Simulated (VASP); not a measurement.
# ZnGeP2 (I-42d) in VASP: notebook

ZnGeP2 is run at these levels: PBE, LDA; tasks: single point.

Program: VASP 6.6.1. These are calculated values, not measurements. Logs are shortened: lines on timing, memory, paths and dates and some standing lists are left out, and cuts for length are marked.

**1. The cell of the first run**

Symmetry: I-42d, No. 122, tetragonal system. The conventional cell has a = 5.447 Å, b = 5.447 Å, c = 10.731 Å, α = 90.00°, β = 90.00°, γ = 90.00°. Zn (site symmetry -4) has 4 P at 2.36 Å within 3.1 Å. Ge (site symmetry -4) has 4 P at 2.33 Å within 3.1 Å. Within 3.1 Å of P (site symmetry 2) lie 2 Ge at 2.33 Å and 2 Zn at 2.36 Å.

**2. Single point, PBE**

File INCAR:

```
  PREC = Accurate
  ENCUT = 500
  EDIFF = 1E-6
  ISMEAR = -1
  SIGMA = 0.02
  LREAL = F
  LASPH = T
  NELM = 120
  ALGO = Normal
  ISIF = 2
  LWAVE = F
  LCHARG = F
  GGA = PE
  NBANDS = 46
  GGA_COMPAT = F
```

File KPOINTS:

```
regular mesh
0
Gamma
  6 6 6
```

File POSCAR:

```
ZnGeP2
1.0
   -2.7233405848      2.7233405848      5.3655858440
    2.7233405848     -2.7233405848      5.3655858440
    2.7233405848      2.7233405848     -5.3655858440
Zn Ge P
2 2 4
Direct
    0.7500000000      0.2500000000      0.5000000000
    0.0000000000      0.0000000000      0.0000000000
    0.2500000000      0.7500000000      0.5000000000
    0.5000000000      0.5000000000      0.0000000000
    0.1292100357      0.6250000000      0.0042100357
    0.8750000000      0.8707899643      0.4957899643
    0.3750000000      0.3792100357      0.5042100357
    0.6207899643      0.1250000000      0.9957899643
```

Potentials or basis: VASP PAW PBE potentials, release 64 (Zn, Ge_d, P).

Launch:

```bash
$ cat potpaw_PBE.64/Zn/POTCAR potpaw_PBE.64/Ge_d/POTCAR potpaw_PBE.64/P/POTCAR > POTCAR
$ mpirun -np 1 vasp_std > vasp.out
```

OUTCAR:

```text
PREC = Accurate
   ENCUT = 500
   EDIFF = 1E-6
   ISMEAR = -1
   LREAL = F
   LASPH = T
   NELM = 120
   ISIF = 2
   GGA = PE

 ion  position               nearest neighbor table
   1  0.750  0.250  0.500-   6 2.36   5 2.36   7 2.36   8 2.36
   2  0.000  0.000  0.000-   8 2.36   5 2.36   7 2.36   6 2.36
   3  0.250  0.750  0.500-   5 2.33   8 2.33   7 2.33   6 2.33
   4  0.500  0.500  0.000-   6 2.33   7 2.33   5 2.33   8 2.33
   5  0.129  0.625  0.004-   3 2.33   4 2.33   2 2.36   1 2.36
   6  0.875  0.871  0.496-   4 2.33   3 2.33   1 2.36   2 2.36
   7  0.375  0.379  0.504-   4 2.33   3 2.33   1 2.36   2 2.36
   8  0.621  0.125  0.996-   3 2.33   4 2.33   2 2.36   1 2.36

  LATTYP: Found a body centered tetragonal cell.
 ALAT       =     5.4466811696
 C/A-ratio  =     1.9702221140

  Lattice vectors:

 A1 = (  -2.7233405848,   2.7233405848,   5.3655858440)
 A2 = (   2.7233405848,  -2.7233405848,   5.3655858440)
 A3 = (   2.7233405848,   2.7233405848,  -5.3655858440)

Analysis of symmetry for initial positions (statically):
=====================================================================
 Subroutine PRICEL returns:
 Original cell was already a primitive cell.

 Routine SETGRP: Setting up the symmetry group for a
 body centered tetragonal supercell.

 Subroutine GETGRP returns: Found  8 space group operations
 (whereof  4 operations were pure point group operations)
 out of a pool of 16 trial point group operations.

The static configuration has the point symmetry S_4 .
 The point group associated with its full space group is D_2d.

Analysis of symmetry for dynamics (positions and initial velocities):
=====================================================================
 Subroutine PRICEL returns:
 Original cell was already a primitive cell.

 Routine SETGRP: Setting up the symmetry group for a
 body centered tetragonal supercell.

 Subroutine GETGRP returns: Found  8 space group operations
 (whereof  4 operations were pure point group operations)
 out of a pool of 16 trial point group operations.

The dynamic configuration has the point symmetry S_4 .
 The point group associated with its full space group is D_2d.

 Subroutine INISYM returns: Found  8 space group operations
 (whereof  4 operations are pure point group operations),
 and found     1 'primitive' translations

----------------------------------------------------------------------------------------

                                     Primitive cell

  volume of cell :     159.1773

  direct lattice vectors                    reciprocal lattice vectors
    -2.723340585  2.723340585  5.365585844     0.000000000  0.183598042  0.093186469
     2.723340585 -2.723340585  5.365585844     0.183598042  0.000000000  0.093186469
     2.723340585  2.723340585 -5.365585844     0.183598042  0.183598042  0.000000000

  length of vectors
     6.604746727  6.604746727  6.604746727     0.205893077  0.205893077  0.259646842

  position of ions in fractional coordinates (direct lattice)
     0.750000000  0.250000000  0.500000000
     0.000000000  0.000000000  0.000000000
     0.250000000  0.750000000  0.500000000
     0.500000000  0.500000000  0.000000000
     0.129210036  0.625000000  0.004210036
     0.875000000  0.870789964  0.495789964
     0.375000000  0.379210036  0.504210036
     0.620789964  0.125000000  0.995789964

  ion indices of the primitive-cell ions
   primitive index   ion index
                 1           1
                 2           2
                 3           3
                 4           4
                 5           5
                 6           6
                 7           7
                 8           8

----------------------------------------------------------------------------------------

 KPOINTS: regular mesh

Automatic generation of k-mesh.
 Grid dimensions read from file:
 generate k-points for:    6    6    6

 Generating k-lattice:

  Cartesian coordinates                     Fractional coordinates (reciprocal lattice)
     0.000000000  0.030599674  0.015531078     0.166666667  0.000000000 -0.000000000
     0.030599674  0.000000000  0.015531078     0.000000000  0.166666667 -0.000000000
     0.030599674  0.030599674  0.000000000     0.000000000  0.000000000  0.166666667

  Length of vectors
     0.034315513  0.034315513  0.043274474

  Shift w.r.t. Gamma in fractional coordinates (k-lattice)
     0.000000000  0.000000000  0.000000000

 Subroutine IBZKPT returns following result:
 ===========================================

 Found     30 irreducible k-points:

 Following reciprocal coordinates:
            Coordinates               Weight
  0.000000  0.000000  0.000000      1.000000
  0.166667 -0.000000  0.000000      8.000000
  0.333333 -0.000000  0.000000      8.000000
  0.500000 -0.000000  0.000000      4.000000
  0.166667  0.166667  0.000000      8.000000
  0.333333  0.166667  0.000000     16.000000
[... 16 lines left out ...]
 -0.333333 -0.333333  0.166667      8.000000
 -0.166667 -0.333333  0.166667      8.000000
 [... further k-points ...]
   k-points           NKPTS =     30   k-points in BZ     NKDIM =     30   number of bands    NBANDS=     46
   number of dos      NEDOS =    301   number of ions     NIONS =      8
   total plane-waves  NPLWV = 110592
   dimension x,y,z NGX =    48 NGY =   48 NGZ =   48
   dimension x,y,z NGXF=    96 NGYF=   96 NGZF=   96
   ions per type =               2   2   4
   NGX,Y,Z   is equivalent  to a cutoff of  12.08, 12.08, 12.08 a.u.
   NGXF,Y,Z  is equivalent  to a cutoff of  24.16, 24.16, 24.16 a.u.
 SYSTEM =  unknown system
   PREC   = accura    normal or accurate (medium, high low for compatibility)
   ISTART =      0    job   : 0-new  1-cont  2-samecut
   ICHARG =      2    charge: 1-file 2-atom 10-const
   ISPIN  =      1    spin polarized calculation?
   LNONCOLLINEAR =      F non collinear calculations
   LSORBIT =      F    spin-orbit coupling
   LASPH  =      T    aspherical Exc in radial PAW
   ENCUT  =  500.0 eV  36.75 Ry    6.06 a.u.  12.04 12.04 12.04*2*pi/ulx,y,z
   NELM   =    120;   NELMIN=  2; NELMDL= -5     # of ELM steps
   EDIFF  = 0.1E-05   stopping-criterion for ELM
   LREAL  =      F    real-space projection
[... 7 lines left out ...]
   TEBEG  =    0.0;   TEEND  =   0.0 temperature during run
   PSTRESS=    0.0 pullay stress
   NELECT =      72.0000    total number of electrons
   NUPDOWN=      -1.0000    fix difference up-down
   EMIN   =  10.00;   EMAX   =-10.00  energy-range for DOS
   EFERMI =   0.00;   METHOD = LEGACY
   ISMEAR =    -1;   SIGMA  =   0.02  broadening in eV -4-tet -1-fermi 0-gaus
   EFERMI_NEDOS =   21; number of points for ismear=-14 and -15
   IALGO  =     38    algorithm
   IMIX   =      4    mixing-type and parameters
     AMIX     =   0.40;   BMIX     =  1.00
     AMIX_MAG =   1.60;   BMIX_MAG =  1.00
  volume/ion in A,a.u.               =      19.90       134.27
  Fermi-wavevector in a.u.,A,eV,Ry     =   1.256682  2.374784 21.486988  1.579249
  Thomas-Fermi vector in A             =   2.390378
   LORBIT       =      0    0 simple, 1 ext, 2 COOP (PROOUT), +10 PAW based schemes
   GGA     = PE    functional components
   LHFCALC =     F    Hartree Fock is set to
   AEXX    =    0.0000 exact exchange contribution
   IVDW    =     0    specifies the selected vdW correction
   LEPSILON=     F    determine dielectric tensor
   LRPA    =     F    only Hartree local field effects (RPA)
 non-spin polarized calculation
  energy-cutoff  :      500.00
  volume of cell :      159.18
 maximum number of plane-waves:      4074
   NGX = 25   NGY = 25   NGZ = 25

 number of electron      71.9999961 magnetization

 Free energy of the ion-electron system (eV)
  ---------------------------------------------------
  ext. energy  EPLUGINS =         0.00000000
  ---------------------------------------------------
  free energy    TOTEN  =       -34.52351281 eV

  energy without entropy =      -34.52351281  energy(sigma->0) =      -34.52351281

 E-fermi :   4.8160     XC(G=0):  -9.8657

 val. band max:        4.3843204739   @ k =   0.0000   0.0000   0.0000
 cond. band min:       5.6330226593   @ k =   0.5000   0.5000   0.0000
 fundamental gap:      1.2487021854
 Fermi energy:         4.8160219239

 k-point     1 :       0.0000    0.0000    0.0000
  band No.  band energies     occupation
      1     -20.4669      2.00000
      2     -20.4654      2.00000
      3     -20.4654      2.00000
      4     -20.4608      2.00000
      5     -20.4547      2.00000
      6     -20.4547      2.00000
[... 38 lines left out ...]
     45       9.3249      0.00000
     46       9.3296      0.00000

 k-point     2 :       0.1667   -0.0000    0.0000
  band No.  band energies     occupation
      1     -20.4669      2.00000
      2     -20.4655      2.00000
      3     -20.4650      2.00000
      4     -20.4609      2.00000
      5     -20.4554      2.00000
      6     -20.4544      2.00000
[... 38 lines left out ...]
     45       9.2034      0.00000
     46       9.8908      0.00000

 k-point     3 :       0.3333   -0.0000    0.0000
  band No.  band energies     occupation
      1     -20.4668      2.00000
      2     -20.4658      2.00000
      3     -20.4641      2.00000
      4     -20.4606      2.00000
      5     -20.4571      2.00000
      6     -20.4539      2.00000
[... 38 lines left out ...]
     45       9.4481      0.00000
     46      10.0593      0.00000

 k-point     4 :       0.5000   -0.0000    0.0000
  band No.  band energies     occupation
      1     -20.4666      2.00000
      2     -20.4662      2.00000
      3     -20.4637      2.00000
      4     -20.4596      2.00000
      5     -20.4588      2.00000
      6     -20.4537      2.00000
[... 920 lines left out ...]
     45       9.4050      0.00000
     46       9.5892      0.00000

 k-point    23 :      -0.3333   -0.3333    0.1667
  band No.  band energies     occupation
      1     -20.4665      2.00000
      2     -20.4664      2.00000
      3     -20.4650      2.00000
      4     -20.4620      2.00000
      5     -20.4542      2.00000
      6     -20.4541      2.00000
[... 38 lines left out ...]
     45       9.3370      0.00000
     46      10.0421      0.00000

 k-point    24 :      -0.1667   -0.3333    0.1667
  band No.  band energies     occupation
      1     -20.4664      2.00000
      2     -20.4663      2.00000
      3     -20.4655      2.00000
      4     -20.4616      2.00000
      5     -20.4545      2.00000
      6     -20.4537      2.00000
[... 38 lines left out ...]
     45       8.9080      0.00000
     46       9.4362      0.00000

 [... further k-points ...]

------------------------ aborting loop because EDIFF is reached ----------------------------------------

  FORCE on cell =-STRESS in cart. coord.  units (eV):
  Direction    XX          YY          ZZ          XY          YZ          ZX
  --------------------------------------------------------------------------------------
  -------------------------------------------------------------------------------------
  Total        2.4077928      2.4077928      2.3828327      0.0000000      0.0000000      0.0000000
  in kB       24.2353131     24.2353131     23.9840804      0.0000000      0.0000000      0.0000000
  external PRESSURE =      24.1515689 kB  Pullay stress =       0.0000000 kB

 VOLUME and BASIS-vectors are now :
 -----------------------------------------------------------------------------
  energy-cutoff  :      500.00
  volume of cell :      159.18
      direct lattice vectors                 reciprocal lattice vectors
    -2.723340585  2.723340585  5.365585844     0.000000000  0.183598042  0.093186469
     2.723340585 -2.723340585  5.365585844     0.183598042  0.000000000  0.093186469
     2.723340585  2.723340585 -5.365585844     0.183598042  0.183598042  0.000000000

 POSITION                                       TOTAL-FORCE (eV/Angst)
 -----------------------------------------------------------------------------------
     -0.00000      2.72334      2.68279        -0.000000      0.000000      0.000000
      0.00000      0.00000      0.00000        -0.000000     -0.000000      0.000000
      2.72334     -0.00000      2.68279        -0.000000      0.000000     -0.000000
      0.00000      0.00000      5.36559        -0.000000      0.000000     -0.000000
      1.36167     -1.33874      4.02419        -0.000000     -0.068412      0.000000
      1.33874      1.36167      6.70698         0.068412      0.000000     -0.000000
      1.38460      1.36167      1.34140        -0.068412     -0.000000      0.000000
      1.36167      4.06208     -1.34140        -0.000000      0.068412     -0.000000
 -----------------------------------------------------------------------------------
    total drift:                               -0.000005     -0.000005     -0.000007

  FREE ENERGIE OF THE ION-ELECTRON SYSTEM (eV)
  ---------------------------------------------------
  free  energy   TOTEN  =       -34.5235128148 eV

  energy  without entropy=      -34.5235128148  energy(sigma->0) =      -34.52351281
```

Run time: 4.6 min. Hardware: 1 thread of Oxide Virtual Turin-like, shared host; peak memory 0.39 GiB.

What came out:

```
Free energy            : -34.5235 eV
Pressure               : 2.4 GPa
Largest force          : 0.068 eV/Å
Band gap on the k mesh : 1.25 eV (least direct gap 1.40 eV)
```

Forces on the atoms (eV/Å):
```
Zn   0.000  0.000  0.000
Zn   0.000  0.000  0.000
Ge   0.000  0.000  0.000
Ge   0.000  0.000  0.000
P    0.000 -0.068  0.000
P    0.068  0.000  0.000
P   -0.068  0.000  0.000
P    0.000  0.068  0.000
```

A k mesh can miss the band edges.

**3. Single point, LDA**

File INCAR:

```
SYSTEM = ZnGeP2
PREC     = Accurate       ! precision mode
ENCUT    = 500            ! plane-wave cutoff, eV
EDIFF    = 1E-6           ! SCF threshold, eV
ISMEAR   = 0              ! smearing method
SIGMA    = 0.01           ! smearing width, eV
LREAL    = .False.        ! projectors in reciprocal space
LASPH    = .True.         ! aspherical terms in the spheres
NELM     = 120            ! most SCF steps
ALGO     = Normal         ! electronic algorithm
ISIF     = 2              ! what is computed and relaxed
LWAVE    = .False.        ! write WAVECAR
LCHARG   = .False.        ! write CHGCAR
NBANDS   = 46             ! bands
GGA_COMPAT= .False.
```

File KPOINTS:

```
Automatic mesh
0
Gamma
  6 6 6
  0 0 0
```

POSCAR is that of step 2.

Potentials or basis: VASP PAW LDA potentials, release 64 (Zn, Ge_d, P).

Launch:

```bash
$ cat potpaw_LDA.64/Zn/POTCAR potpaw_LDA.64/Ge_d/POTCAR potpaw_LDA.64/P/POTCAR > POTCAR
$ mpirun -np 1 vasp_std > vasp.out
```

Run time: 6.4 min. Hardware: 1 thread of Oxide Virtual Turin-like, shared host; peak memory 0.33 GiB.

The run converged. Its results:

* Free energy: -39.9040 eV
* Pressure: -2.8 GPa
* Largest force: 0.156 eV/Å
* Band gap on the k mesh: 1.12 eV (least direct gap 1.26 eV)

Forces on the atoms (eV/Å):
```
Zn   0.000  0.000  0.000
Zn   0.000  0.000  0.000
Ge   0.000  0.000  0.000
Ge   0.000  0.000  0.000
P    0.000 -0.156  0.000
P    0.156  0.000  0.000
P   -0.156  0.000  0.000
P    0.000  0.156  0.000
```

Stress tensor (GPa, compression positive):
```
-2.83  0.00  0.00
 0.00 -2.83  0.00
 0.00  0.00 -2.74
```

Levels at points of the mesh, in eV from the valence-band top:
```csv
k point,band 32,band 33,band 34,band 35,band 36,band 37,band 38,band 39,band 40,band 41
"(0.00, 0.00, 0.00)",-2.60,-2.60,-0.08,-0.08,0.00,1.26,1.26,1.52,3.08,3.08
"(0.50, 0.00, 0.00)",-2.76,-2.51,-1.90,-1.66,-0.99,2.33,2.44,2.73,3.85,3.99
"(0.50, 0.50, 0.00)",-1.88,-1.21,-1.21,-0.76,-0.76,1.12,1.12,2.92,2.92,3.98
"(0.50, 0.50, 0.50)",-2.55,-1.95,-1.95,-1.37,-1.37,1.15,1.15,1.36,1.36,2.30
```

A k mesh can miss the band edges.
